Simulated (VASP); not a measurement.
# BP (F-43m) in VASP: further runs

The runs below take BP through vibrations by perturbation theory, elastic constants, with LDA.

All numbers are computed with VASP 6.6.1; they aren't measurements. Logs are shortened: lines on timing, memory, paths and dates and some standing lists are left out, and cuts for length are marked.

## 1. The cell of the first run

It takes space group F-43m (No. 216, cubic). Conventional cell: a = 4.400 Å, b = 4.400 Å, c = 4.400 Å, α = 90.00°, β = 90.00°, γ = 90.00°. Within 2.5 Å of B (site symmetry -43m) lie 4 P at 1.91 Å. Within 2.5 Å of P (site symmetry -43m) lie 4 B at 1.91 Å.

## 2. Vibrations by perturbation theory, LDA

File INCAR:

```
ALGO = Normal
EDIFF = 1E-8
ENCUT = 520
GGA = CA
IBRION = 8
ISIF = 2
ISMEAR = 0
LASPH = True
LCHARG = False
LEPSILON = True
LREAL = False
LWAVE = False
NBANDS = 11
NELM = 100
NSW = 1
PREC = Accurate
SIGMA = 0.01
```

File KPOINTS:

```
k-points
0
Gamma
  10 10 10
```

File POSCAR:

```
BP
1.0
    0.0000000000      2.2000780879      2.2000780879
    2.2000780879      0.0000000000      2.2000780879
    2.2000780879      2.2000780879      0.0000000000
B P
1 1
Direct
    0.0000000000      0.0000000000      0.0000000000
    0.7500000000      0.7500000000      0.7500000000
```

Potentials or basis: VASP PAW LDA potentials, release 64 (B, P).

Command:

```bash
$ cat potpaw_LDA.64/B/POTCAR potpaw_LDA.64/P/POTCAR > POTCAR
$ mpirun -np 1 vasp_std > vasp.out
```

OUTCAR:

```text
EDIFF = 1E-8
   ENCUT = 520
   GGA = CA
   IBRION = 8
   ISIF = 2
   ISMEAR = 0
   LASPH = True
   LEPSILON = True
   LREAL = False
   NELM = 100
   NSW = 1
   PREC = Accurate

 ion  position               nearest neighbor table
   1  0.000  0.000  0.000-   2 1.91   2 1.91   2 1.91   2 1.91
   2  0.750  0.750  0.750-   1 1.91   1 1.91   1 1.91   1 1.91

  LATTYP: Found a face centered cubic cell.
 ALAT       =     4.4001561758

  Lattice vectors:

 A1 = (   0.0000000000,   2.2000780879,   2.2000780879)
 A2 = (   2.2000780879,   0.0000000000,   2.2000780879)
 A3 = (   2.2000780879,   2.2000780879,   0.0000000000)

Analysis of symmetry for initial positions (statically):
=====================================================================
 Subroutine PRICEL returns:
 Original cell was already a primitive cell.

 Routine SETGRP: Setting up the symmetry group for a
 face centered cubic supercell.

 Subroutine GETGRP returns: Found 24 space group operations
 (whereof 24 operations were pure point group operations)
 out of a pool of 48 trial point group operations.

The static configuration has the point symmetry T_d .

Analysis of symmetry for dynamics (positions and initial velocities):
=====================================================================
 Subroutine PRICEL returns:
 Original cell was already a primitive cell.

 Routine SETGRP: Setting up the symmetry group for a
 face centered cubic supercell.

 Subroutine GETGRP returns: Found 24 space group operations
 (whereof 24 operations were pure point group operations)
 out of a pool of 48 trial point group operations.

The dynamic configuration has the point symmetry T_d .

 Subroutine INISYM returns: Found 24 space group operations
 (whereof 24 operations are pure point group operations),
 and found     1 'primitive' translations

----------------------------------------------------------------------------------------

                                     Primitive cell

  volume of cell :      21.2983

  direct lattice vectors                    reciprocal lattice vectors
     0.000000000  2.200078088  2.200078088    -0.227264661  0.227264661  0.227264661
     2.200078088  0.000000000  2.200078088     0.227264661 -0.227264661  0.227264661
     2.200078088  2.200078088  0.000000000     0.227264661  0.227264661 -0.227264661

  length of vectors
     3.111380270  3.111380270  3.111380270     0.393633939  0.393633939  0.393633939

  position of ions in fractional coordinates (direct lattice)
     0.000000000  0.000000000  0.000000000
     0.750000000  0.750000000  0.750000000

  ion indices of the primitive-cell ions
   primitive index   ion index
                 1           1
                 2           2

----------------------------------------------------------------------------------------

 KPOINTS: k-points

Automatic generation of k-mesh.
 Grid dimensions read from file:
 generate k-points for:   10   10   10

 Generating k-lattice:

  Cartesian coordinates                     Fractional coordinates (reciprocal lattice)
    -0.022726466  0.022726466  0.022726466     0.100000000  0.000000000  0.000000000
     0.022726466 -0.022726466  0.022726466     0.000000000  0.100000000  0.000000000
[... 484 lines left out ...]
  ---------------------------------------------------
  free energy    TOTEN  =        -0.51183593 eV

  energy without entropy =       -0.51183593

------------------------ aborting loop because EDIFF is reached ----------------------------------------

--------------------------------------- Ionic step        2  -------------------------------------------

------------------------ aborting loop because EDIFF is reached ----------------------------------------

--------------------------------------- Ionic step        3  -------------------------------------------

------------------------ aborting loop because EDIFF is reached ----------------------------------------

 PIEZOELECTRIC TENSOR FIELD DIRECTION 3  (e Angst)
 -----------------------------------------------------------------------------
    -0.00063 -0.36044  0.00000           ( -0.00000 -0.07785  0.00000)
    -0.36044 -0.00063  0.00000           ( -0.07785 -0.00000  0.00000)
     0.00000  0.00000  0.00023           (  0.00000  0.00000 -0.00000)

 PIEZOELECTRIC TENSOR FIELD DIRECTION 3  (C/m^2)
 -----------------------------------------------------------------------------
    -0.00047 -0.27114  0.00000
    -0.27114 -0.00047  0.00000
     0.00000  0.00000  0.00017

--------------------------------------- Ionic step        4  -------------------------------------------

------------------------ aborting loop because EDIFF is reached ----------------------------------------

[... ionic steps 5 to 6 ...]

--------------------------------------- Ionic step        7  -------------------------------------------

 Free energy of the ion-electron system (eV)
  ---------------------------------------------------
  ---------------------------------------------------
  free energy    TOTEN  =        -0.04102809 eV

  energy without entropy =       -0.04102809

------------------------ aborting loop because EDIFF is reached ----------------------------------------

 INTERNAL STRAIN TENSOR  FOR ION    2  DIRECTION 1   (eV/Angst):
 -----------------------------------------------------------------------------
    -0.00922  0.00000  0.00000
     0.00000  0.00747 10.40447
     0.00000 10.40447  0.00747

 MACROSCOPIC STATIC DIELECTRIC TENSOR (including local field effects in DFT)
 ------------------------------------------------------
           9.269966     0.000000     0.000000
           0.000000     9.269966     0.000000
           0.000000    -0.000000     9.269966
 ------------------------------------------------------

 PIEZOELECTRIC TENSOR (including local field effects)  for field in x, y, z        (e  Angst)
          XX          YY          ZZ          XY          YZ          ZX
  --------------------------------------------------------------------------------
  x     0.00000    -0.00000     0.00000     0.00000    -0.35649     0.00000
  y    -0.00000     0.00000     0.00000     0.00000     0.00000    -0.35649
  z     0.00000    -0.00000     0.00000    -0.35649     0.00000     0.00000

 PIEZOELECTRIC TENSOR (including local field effects)  for field in x, y, z        (C/m^2)
          XX          YY          ZZ          XY          YZ          ZX
  --------------------------------------------------------------------------------
  x     0.00000    -0.00000     0.00000     0.00000    -0.26817     0.00000
  y    -0.00000     0.00000     0.00000     0.00000     0.00000    -0.26817
  z     0.00000    -0.00000     0.00000    -0.26817     0.00000     0.00000

 BORN EFFECTIVE CHARGES (including local field effects) (in |e|, cummulative output)
 ---------------------------------------------------------------------------------
 ion    1
    1    -0.82066     0.00000     0.00000
    2     0.00000    -0.82066     0.00000
    3     0.00000     0.00000    -0.82066
 ion    2
    1     0.82066     0.00000     0.00000
    2     0.00000     0.82066     0.00000
    3     0.00000     0.00000     0.82066

 INTERNAL STRAIN TENSOR FOR ION    2 for displacements in x,y,z  (eV/Angst):
          X           Y           Z          XY          YZ          ZX
  --------------------------------------------------------------------------------
  x    -0.00000    -0.00000    -0.00000     0.00000    10.40447     0.00000
  y    -0.00000    -0.00000    -0.00000     0.00000     0.00000    10.40447
  z    -0.00000    -0.00000    -0.00000    10.40447     0.00000     0.00000

 SECOND DERIVATIVES (NOT SYMMETRIZED)
 ------------------------------------
               1X          1Y          1Z          2X          2Y          2Z
  1X   -22.329593    0.000000    0.000000   22.329593    0.000000    0.000000
  1Y     0.000000  -22.329593    0.000000    0.000000   22.329593    0.000000
  1Z     0.000000    0.000000  -22.329593    0.000000    0.000000   22.329593
  2X    22.328001    0.000000    0.000000  -22.328001    0.000000    0.000000
  2Y     0.000000   22.328001    0.000000    0.000000  -22.328001    0.000000
  2Z     0.000000    0.000000   22.328001    0.000000    0.000000  -22.328001

 Eigenvectors and eigenvalues of the dynamical matrix
 ----------------------------------------------------

   1 f  =   26.095508 THz   163.962910 2PiTHz  870.452440 cm-1   107.922299 meV
             X         Y         Z           dx          dy          dz
      0.000000  0.000000  0.000000     0.000000    0.860979    0.000000
      3.300117  3.300117  3.300117     0.000000   -0.508641    0.000000
[... 21 lines left out ...]
   6 f/i=    0.000407 THz     0.002560 2PiTHz    0.013589 cm-1     0.001685 meV
             X         Y         Z           dx          dy          dz
      0.000000  0.000000  0.000000     0.000000    0.000000   -0.508641
      3.300117  3.300117  3.300117     0.000000    0.000000   -0.860979

--------------------------------------------------------------------------------------------------------

 MACROSCOPIC STATIC DIELECTRIC TENSOR IONIC CONTRIBUTION
 ------------------------------------------------------
           0.256263     0.000000    -0.000000
           0.000000     0.256263    -0.000000
          -0.000000    -0.000000     0.256263
 ------------------------------------------------------

 ELASTIC MODULI CONTR FROM IONIC RELAXATION (kBar)
 Direction    XX          YY          ZZ          XY          YZ          ZX
 --------------------------------------------------------------------------------
 XX          -0.0000     -0.0000     -0.0000      0.0000      0.0000      0.0000
 YY          -0.0000     -0.0000     -0.0000      0.0000      0.0000      0.0000
 ZZ          -0.0000     -0.0000     -0.0000      0.0000      0.0000      0.0000
 XY           0.0000      0.0000      0.0000   -382.1854      0.0000      0.0000
 YZ           0.0000      0.0000      0.0000      0.0000   -382.1854     -0.0000
 ZX           0.0000      0.0000      0.0000      0.0000     -0.0000   -382.1854
 --------------------------------------------------------------------------------

 PIEZOELECTRIC TENSOR IONIC CONTR  for field in x, y, z        (C/m^2)
          XX          YY          ZZ          XY          YZ          ZX
  --------------------------------------------------------------------------------
  x    -0.00000    -0.00000    -0.00000    -0.00000     0.29448     0.00000
  y    -0.00000    -0.00000    -0.00000    -0.00000     0.00000     0.29448
  z    -0.00000    -0.00000    -0.00000     0.29448    -0.00000    -0.00000
```

Run time: 8.4 min. Hardware: 1 thread of AMD EPYC 7R13, shared host; peak memory 0.18 GiB.

What came out:

| Property | Result |
| --- | --- |
| Electronic dielectric tensor (diagonal) | 9.27 |
| Born charges (mean of the diagonal) | B -0.82; P +0.82 e |
| Highest phonon frequency at Γ, LO-TO splitting left out | 870 cm⁻¹ |

Phonon frequencies in cm⁻¹ (negative: imaginary):
```tsv
q point	frequencies
(0.000, 0.000, 0.000)	0 0 0 870 870 870
```

Electronic dielectric tensor:
```
9.27 0.00 0.00
0.00 9.27 0.00
0.00 0.00 9.27
```

Born effective charge tensors (e):
atom 1, B
```
-0.82  0.00  0.00
 0.00 -0.82  0.00
 0.00  0.00 -0.82
```
atom 2, P
```
0.82 0.00 0.00
0.00 0.82 0.00
0.00 0.00 0.82
```

Caveat: the cell wasn't relaxed at this level first, which shifts response properties.

## 3. Vibrations by perturbation theory, LDA

This run uses another cell than the first one, of 9.91 Å³/atom, 0.930 times its volume.

File INCAR:

```
PREC = Accurate
ENCUT = 520
EDIFF = 1E-8
ISMEAR = 0
SIGMA = 0.01
LREAL = False
LASPH = True
NELM = 100
ALGO = Normal
ISIF = 2
LWAVE = False
LCHARG = False
GGA = CA
IBRION = 8
NSW = 1
LEPSILON = True
```

File KPOINTS:

```
regular mesh
0
Gamma
  12 12 12
```

File POSCAR:

```
BP
1.0
    0.0000000000      2.1476551607      2.1476551607
    2.1476551607      0.0000000000      2.1476551607
    2.1476551607      2.1476551607      0.0000000000
B P
1 1
Direct
    0.0000000000      0.0000000000      0.0000000000
    0.7500000000      0.7500000000      0.7500000000
```

Potentials or basis: VASP PAW LDA potentials, release 64 (B, P).

Command:

```bash
$ cat potpaw_LDA.64/B/POTCAR potpaw_LDA.64/P/POTCAR > POTCAR
$ mpirun -np 1 vasp_std > vasp.out
```

OUTCAR:

```text
PREC = Accurate
   ENCUT = 520
   EDIFF = 1E-8
   ISMEAR = 0
   LREAL = False
   LASPH = True
   NELM = 100
   ISIF = 2
   GGA = CA
   IBRION = 8
   NSW = 1
   LEPSILON = True

 ion  position               nearest neighbor table
   1  0.000  0.000  0.000-   2 1.86   2 1.86   2 1.86   2 1.86
   2  0.750  0.750  0.750-   1 1.86   1 1.86   1 1.86   1 1.86

  LATTYP: Found a face centered cubic cell.
 ALAT       =     4.2953103214

[... 591 lines left out ...]
      3.221483  3.221483  3.221483    -0.508623    0.000000    0.000000
[... 21 lines left out ...]
   6 f/i=    0.001025 THz     0.006439 2PiTHz    0.034182 cm-1     0.004238 meV
             X         Y         Z           dx          dy          dz
      0.000000  0.000000  0.000000    -0.005195   -0.035462    0.507358
      3.221483  3.221483  3.221483    -0.008794   -0.060030    0.858849

--------------------------------------------------------------------------------------------------------

 MACROSCOPIC STATIC DIELECTRIC TENSOR IONIC CONTRIBUTION
 ------------------------------------------------------
           0.399910    -0.000000     0.000000
          -0.000000     0.399910    -0.000000
           0.000000    -0.000000     0.399910
 ------------------------------------------------------

 ELASTIC MODULI CONTR FROM IONIC RELAXATION (kBar)
 Direction    XX          YY          ZZ          XY          YZ          ZX
 --------------------------------------------------------------------------------
 XX          -0.0000      0.0000      0.0000      0.0000     -0.0000      0.0000
 YY           0.0000     -0.0000     -0.0000      0.0000      0.0000      0.0000
 ZZ           0.0000     -0.0000     -0.0000     -0.0000      0.0000      0.0000
 XY           0.0000      0.0000     -0.0000   -663.2866      0.0000      0.0000
 YZ          -0.0000      0.0000      0.0000      0.0000   -663.2866      0.0000
 ZX           0.0000      0.0000      0.0000      0.0000      0.0000   -663.2866
 --------------------------------------------------------------------------------

 PIEZOELECTRIC TENSOR IONIC CONTR  for field in x, y, z        (C/m^2)
          XX          YY          ZZ          XY          YZ          ZX
  --------------------------------------------------------------------------------
  x     0.00000    -0.00000    -0.00000    -0.00000     0.48462    -0.00000
  y    -0.00000    -0.00000    -0.00000    -0.00000    -0.00000     0.48462
  z    -0.00000    -0.00000     0.00000     0.48462     0.00000     0.00000
```

OSZICAR:

```text
N       E                     dE             d eps       ncg     rms          rms(c)
DAV:   1     0.870820534077E+01    0.87082E+01   -0.42548E+03  1152   0.913E+02
DAV:   2    -0.152027344303E+02   -0.23911E+02   -0.22728E+02  1808   0.119E+02
DAV:   3    -0.154247525173E+02   -0.22202E+00   -0.22202E+00  1352   0.150E+01
DAV:   4    -0.154251502783E+02   -0.39776E-03   -0.39776E-03  1848   0.646E-01
[... 142 lines left out ...]
RMM:   6    -0.408133697786E-01    0.18405E-05    0.12596E-06  7530   0.123E-03    0.327E-03
RMM:   7    -0.408143449196E-01   -0.97514E-06    0.67374E-07  7613   0.713E-04    0.169E-04
RMM:   8    -0.408135412418E-01    0.80368E-06    0.18902E-07  7685   0.175E-04    0.996E-05
RMM:   9    -0.408132469926E-01    0.29425E-06    0.31556E-08  7875   0.701E-05    0.125E-05
RMM:  10    -0.408132442849E-01    0.27078E-08   -0.21335E-08  7909   0.104E-05    0.810E-06
 Linear response finished
```

Wall time 2.9 min (1 thread of Intel Xeon 6455B, shared host); peak memory 0.23 GiB.

Results:

```
Electronic dielectric tensor (diagonal)                 : 9.21
Born charges (mean of the diagonal)                     : B -1.06; P +1.06 e
Highest phonon frequency at Γ, LO-TO splitting left out : 935 cm⁻¹
```

Phonon frequencies in cm⁻¹ (negative: imaginary):
| q point | frequencies |
| --- | --- |
| (0.000, 0.000, 0.000) | 0 0 0 935 935 935 |

Electronic dielectric tensor:
```
9.21 0.00 0.00
0.00 9.21 0.00
0.00 0.00 9.21
```

Born effective charge tensors (e):
atom 1, B
```
-1.06  0.00  0.00
 0.00 -1.06  0.00
 0.00  0.00 -1.06
```
atom 2, P
```
1.06 0.00 0.00
0.00 1.06 0.00
0.00 0.00 1.06
```

Caveat: the cell wasn't relaxed at this level first, which shifts response properties.

## 4. Elastic constants, LDA

This run uses another cell than the first one, of 10.21 Å³/atom, 0.959 times its volume.

File INCAR:

```
ALGO = Normal ; EDIFF = 1E-8
ENCUT = 600 ; GGA = CA
IBRION = 6 ; ISIF = 3
ISMEAR = 0 ; LASPH = T
LCHARG = T ; LREAL = F
LWAVE = F ; NBANDS = 11
NELM = 60 ; NFREE = 2
NSW = 1 ; POTIM = 0.015
PREC = Accurate ; SIGMA = 0.01
```

File KPOINTS:

```
k-points
0
Gamma
  12 12 12
```

File POSCAR:

```
BP
1.0
    0.0000000000      2.1692282038      2.1692282038
    2.1692282038      0.0000000000      2.1692282038
    2.1692282038      2.1692282038      0.0000000000
B P
1 1
Direct
    0.0000000000      0.0000000000      0.0000000000
    0.7500000000      0.7500000000      0.7500000000
```

Command:

```bash
$ cat potpaw_LDA.64/B/POTCAR potpaw_LDA.64/P/POTCAR > POTCAR
$ mpirun -np 1 vasp_std > vasp.out
```

Run time: 6.4 min. Hardware: 1 thread of Intel Xeon 6975P-C (Granite Rapids), shared host; peak memory 0.33 GiB.

It converged, with:

```yaml
Elastic_constants_C11_C12_C44: 427, 133, 229 GPa
Voigt_bulk_modulus: 231 GPa
Highest_phonon_frequency_at_Γ_LO-TO_splitting_left_out: 907 cm⁻¹
```

Phonon frequencies in cm⁻¹ (negative: imaginary):
```
              q point        frequencies
(0.000, 0.000, 0.000)  0 0 0 907 907 907
```

Elastic tensor in Voigt notation (GPa, in the Cartesian axes of the cell as first typed):
```
427 133 133   0   0   0
133 427 133   0   0   0
133 133 427   0   0   0
  0   0   0 229   0   0
  0   0   0   0 229   0
  0   0   0   0   0 229
```

Clamped-ion elastic tensor (GPa):
```
427 133 133   0   0   0
133 427 133   0   0   0
133 133 427   0   0   0
  0   0   0 286   0   0
  0   0   0   0 286   0
  0   0   0   0   0 286
```

Caveat: the cell is under stress, which shifts elastic constants.
